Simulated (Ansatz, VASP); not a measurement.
# Two plane-wave programs on LiC3

File INCAR:

```
SYSTEM = LiC3
PREC     = Accurate       ! precision mode
ENCUT    = 600            ! plane-wave cutoff, eV
EDIFF    = 1E-7           ! SCF threshold, eV
ISMEAR   = 0              ! smearing method
SIGMA    = 0.1            ! smearing width, eV
LREAL    = .False.        ! projectors in reciprocal space
LASPH    = .True.         ! aspherical terms in the spheres
NELM     = 60             ! most SCF steps
ALGO     = Normal         ! electronic algorithm
ISIF     = 3              ! what is computed and relaxed
LWAVE    = .False.        ! write WAVECAR
LCHARG   = .False.        ! write CHGCAR
GGA      = PE             ! functional
IBRION   = 2              ! ionic algorithm
NSW      = 100            ! ionic steps
EDIFFG   = -0.01          ! ionic threshold
```

The input KPOINTS:

```
regular mesh
0
Gamma
  16 16 16
  0 0 0
```

The input POSCAR:

```
LiC3
1.0
    3.0273076897      0.0000000000      0.0000000000
    0.0000000000      3.0273076897      0.0000000000
    0.0000000000      0.0000000000      3.0273076897
Li C
1 3
Direct
    0.0000000000      0.0000000000      0.0000000000
    0.0000000000      0.5000000000      0.5000000000
    0.5000000000      0.0000000000      0.5000000000
    0.5000000000      0.5000000000      0.0000000000
```

Input for Ansatz:

```yaml
crystal:
  lattice:
    - [3.0273076897, 0.0, 0.0]
    - [0.0, 3.0273076897, 0.0]
    - [0.0, 0.0, 3.0273076897]
  atoms:
    - { symbol: Li, position: [0.0, 0.0, 0.0] }
    - { symbol: C, position: [0.0, 0.5, 0.5] }
    - { symbol: C, position: [0.5, 0.0, 0.5] }
    - { symbol: C, position: [0.5, 0.5, 0.0] }
basis:
  ecutwfc: 420
kpoints:
  mp_grid: { grid: [16, 16, 16] }
hamiltonian:
  xc: pbe
scf:
  occupations: { method: gaussian, width: 0.1 }
output:
  forces: true
  stress: true
  eigenvalues: true
relax:
  adjacent_minimum: "off"
  f_tol: 0.01
  max_steps: 80
  cell: { stress_tol: 0.05 }
```

Alike in both runs: task relaxation of cell and atoms; functional PBE; k mesh 16 × 16 × 16; occupations gaussian, width 0.1 eV; no spin polarisation.

```csv
,VASP,Ansatz
version,VASP 6.6.1,Ansatz 0.2.0
potentials or method,"VASP PAW PBE potentials, release 64 (Li_sv, C), cutoff 600 eV","scalar-relativistic, plane waves, PAW"
valence electrons in the cell,15,15
```

Ansatz gave:

- gap on the k mesh at the Fermi level, each at its own relaxed structure (eV): none
- relaxed volume (Å³/atom): 6.88
- relaxed length of the cell vector where the two differ most in proportion (Å): 3.020

Which values does VASP return?

gap on the k mesh at the Fermi level, each at its own relaxed structure (eV): none; relaxed volume (Å³/atom): 6.89; relaxed length of the cell vector where the two differ most in proportion (Å): 3.021.

A gap of «none» marks a metal or a gap that the smearing closes.

Noted on VASP's run: the cutoff is under 1.25 times that of the potentials, so the pressure is a little rough.
